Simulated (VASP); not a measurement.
Set up this calculation in VASP 6.6.1, as the native input.

- Task: single point
- Functional: PBE
- Potentials or basis: VASP PAW PBE potentials, release 64 (Ge_d, S)
- Cutoff: 520 eV
- k mesh: 6 × 6 × 6
- Occupations: gaussian, width 0.1 eV
- Spin: no spin polarisation
- Dipole correction: no
- Further INCAR settings: ALGO = Fast; EDIFF = 1e-06; NBANDS = 57

The structure of Ge2S3 lies in POSCAR:

```
Ge2S3
1.0
    3.1602223396      1.8245552184      5.8724885768
   -3.1602223396      1.8245552184      5.8724885768
    0.0000000000     -3.6491104369      5.8724885768
Ge S
4 6
Direct
    0.8465276772      0.8465276772      0.8465276772
    0.6534723228      0.6534723228      0.6534723228
    0.1534723228      0.1534723228      0.1534723228
    0.3465276772      0.3465276772      0.3465276772
    0.0648430017      0.4351569983      0.7500000000
    0.7500000000      0.0648430017      0.4351569983
    0.4351569983      0.7500000000      0.0648430017
    0.9351569983      0.5648430017      0.2500000000
    0.2500000000      0.9351569983      0.5648430017
    0.5648430017      0.2500000000      0.9351569983
```

One way to write it, as run:

INCAR

```
PREC = Accurate
ENCUT = 520
EDIFF = 1E-6
ISMEAR = 0
SIGMA = 0.1
LREAL = F
LASPH = T
NELM = 60
ALGO = Fast
ISIF = 2
LWAVE = F
LCHARG = F
GGA = PE
NBANDS = 57
```

KPOINTS

```
Automatic mesh
0
Gamma
  6 6 6
```

Potentials or basis: VASP PAW PBE potentials, release 64 (Ge_d, S).

Run with:

```bash
$ cat potpaw_PBE.64/Ge_d/POTCAR potpaw_PBE.64/S/POTCAR > POTCAR
$ mpirun -np 1 vasp_std > vasp.out
```

Results of the run:

```yaml
Pressure: 0.0 GPa
Largest_force: 0.006 eV/Å
Band_gap_on_the_k_mesh: zero (bands 46 and 47 overlap by 0.35 eV)
```

It took 22 min on 1 thread of Oxide Virtual Turin-like Processor, with other jobs on the host, peak memory 0.53 GiB.
